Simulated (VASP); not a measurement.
Here is a VASP 6.6.1 calculation.

The input INCAR:

```
SYSTEM = MgO
  ALGO = Normal
  EDIFF = 1E-6
  ENCUT = 600
  GGA = PE
  GGA_COMPAT = .FALSE.
  ISIF = 2
  ISMEAR = 0
  IVDW = 12
  LASPH = .TRUE.
  LCHARG = .TRUE.
  LELF = .TRUE.
  LREAL = .FALSE.
  LVHAR = .TRUE.
  LWAVE = .FALSE.
  NBANDS = 11
  NELM = 120
  PREC = Accurate
  SIGMA = 0.02
```

The input KPOINTS:

```
k-points
0
G
  10 10 10
  0 0 0
```

The input POSCAR:

```
MgO
1.0
    0.0000000000      2.1038749271      2.1038749271
    2.1038749271      0.0000000000      2.1038749271
    2.1038749271      2.1038749271      0.0000000000
Mg O
1 1
Direct
    0.0000000000      0.0000000000      0.0000000000
    0.5000000000      0.5000000000      0.5000000000
```

Potentials or basis: VASP PAW PBE potentials, release 64 (Mg, O).

Command:

```sh
$ cat potpaw_PBE.64/Mg/POTCAR potpaw_PBE.64/O/POTCAR > POTCAR
$ mpirun -np 1 vasp_std > vasp.out
```

What does it give for the dispersion energy per atom?

-0.294 eV.

Estimate the pressure.

-1.0 GPa.

Estimate the band gap on the k mesh.

4.76 eV, direct.

**What was measured.**

“Electronic structure of alkaline earth and post-transition metal oxides”, 2009, arxiv:0908.1581 quotes, for a bulk crystal of MgO: band gap 7.83 eV.

Measured gap of MgO: 7.83 eV (quoted in “Electronic structure of alkaline earth and post-transition metal oxides”, 2009, arxiv:0908.1581). This calculation gives 4.76 eV (-3.07 eV). The value is that of PBE+D3(BJ), without temperature or zero-point motion. Semilocal functionals fall short of measured gaps as a rule.
